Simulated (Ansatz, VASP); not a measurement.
AlN in VASP and in Ansatz

INCAR

```
SYSTEM = AlN
PREC = Accurate
ENCUT = 520
EDIFF = 1E-6
ISMEAR = 0
SIGMA = 0.05
LREAL = .False.
LASPH = .True.
NELM = 100
ALGO = Normal
ISIF = 2
LWAVE = .False.
LCHARG = .True.
GGA = PS
LELF = .True.
LVHAR = .True.
NBANDS = 16
```

The input KPOINTS:

```
regular mesh
0
Gamma
  9 9 6
  0 0 0
```

File POSCAR:

```
AlN
1.0
    3.0176720870      0.0000000000      0.0000000000
   -1.5088360435      2.6133806877      0.0000000000
    0.0000000000      0.0000000000      4.9033300000
Al N
2 2
Direct
    0.3333333333      0.6666666667      0.0000000000
    0.6666666667      0.3333333333      0.5000000000
    0.3333333333      0.6666666667      0.3850000000
    0.6666666667      0.3333333333      0.8850000000
```

Input for Ansatz:

```yaml
crystal:
  lattice:
    - [3.017672087, 0.0, 0.0]
    - [-1.5088360435, 2.6133806877, 0.0]
    - [0.0, 0.0, 4.90333]
  atoms:
    - { symbol: Al, position: [0.3333333333, 0.6666666667, 0.0] }
    - { symbol: Al, position: [0.6666666667, 0.3333333333, 0.5] }
    - { symbol: "N", position: [0.3333333333, 0.6666666667, 0.385] }
    - { symbol: "N", position: [0.6666666667, 0.3333333333, 0.885] }
basis:
  ecutwfc: 420
kpoints:
  mp_grid: { grid: [9, 9, 6] }
hamiltonian:
  xc: pbesol
scf:
  occupations: { method: gaussian, width: 0.05 }
output:
  forces: true
  stress: true
  eigenvalues: true
```

Change from the starting cell: strain -0.030 along x and y, -0.015 along z, atoms carried along.

Alike in both runs: task single point; functional PBEsol; k mesh 9 × 9 × 6; occupations gaussian, width 0.05 eV; no spin polarisation.

|  | VASP | Ansatz |
| --- | --- | --- |
| version | VASP 6.6.1 | Ansatz 0.2.0 |
| potentials or method | VASP PAW PBE potentials, release 64 (Al, N), cutoff 520 eV | scalar-relativistic, plane waves, PAW |
| valence electrons in the cell | 16 | 16 |

Ansatz gave:

| Property | Result |
| --- | --- |
| gap on the k mesh at the Fermi level (eV) | 4.79 |
| least direct gap on the mesh (eV) | 4.79 |
| pressure (GPa) | 18.8 |
| traceless stress, the component that is largest in VASP (GPa) | -7.67 |
| rms of the force components (eV/Å) | 0.241 |

Task: What did VASP give for the same quantities?

Result: gap on the k mesh at the Fermi level (eV): 4.81; least direct gap on the mesh (eV): 4.81; pressure (GPa): 18.9; traceless stress, the component that is largest in VASP (GPa): -7.79; rms of the force components (eV/Å): 0.244.

VASP's potentials were made for PBE, not for PBEsol. Atom by atom the forces differ by 0.004 eV/Å (rms over components).
